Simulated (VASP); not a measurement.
A run of VASP 6.6.1 is set up as follows.

Contents of INCAR:

```
PREC = Accurate ; ENCUT = 600
EDIFF = 1E-6 ; ISMEAR = 0
SIGMA = 0.05 ; LREAL = F
LASPH = T ; NELM = 120
ALGO = Normal ; ISIF = 2
LWAVE = F ; LCHARG = F
GGA = PS ; NBANDS = 26
GGA_COMPAT = F
```

Contents of KPOINTS:

```
Automatic mesh
0
Gamma
  8 8 3
```

POSCAR

```
AlN
1.0
   -3.1137929129      0.0000000000      0.0000000000
   -1.5568964565     -2.6966237647      0.0000000000
   -0.6487068569     -1.1235932353     10.6671109118
Al N
4 4
Direct
    0.3333333333     -0.0188108341      0.8451460020
    0.3333333333      0.1758511936      0.3779571354
    0.6666666667      0.6065155408      0.1443627022
    0.6666666667      0.4118535130      0.6115515687
    0.3333333333      0.2961534454      0.0892317311
    0.3333333333      0.1014914177      0.5564205976
    0.6666666667      0.5321557649      0.3228261643
    0.6666666667      0.3374937371      0.7900150309
```

Potentials or basis: VASP PAW PBE potentials, release 64 (Al, N).

Launch:

```console
$ cat potpaw_PBE.64/Al/POTCAR potpaw_PBE.64/N/POTCAR > POTCAR
$ mpirun -np 1 vasp_std > vasp.out
```

(1) Predict the largest force.

(2) What does it give for the band gap on the k mesh?

(3) Estimate the pressure.

Answers

(1) 1.374 eV/Å.

(2) 1.66 eV.

(3) -4.5 GPa.

Caveat: the cell differs from its parent crystal (the part above a cut slid along it); the stress differs along the axes, from -7 to -2 GPa; the PAW data sets were made with another functional, which shifts forces and pressure a little.
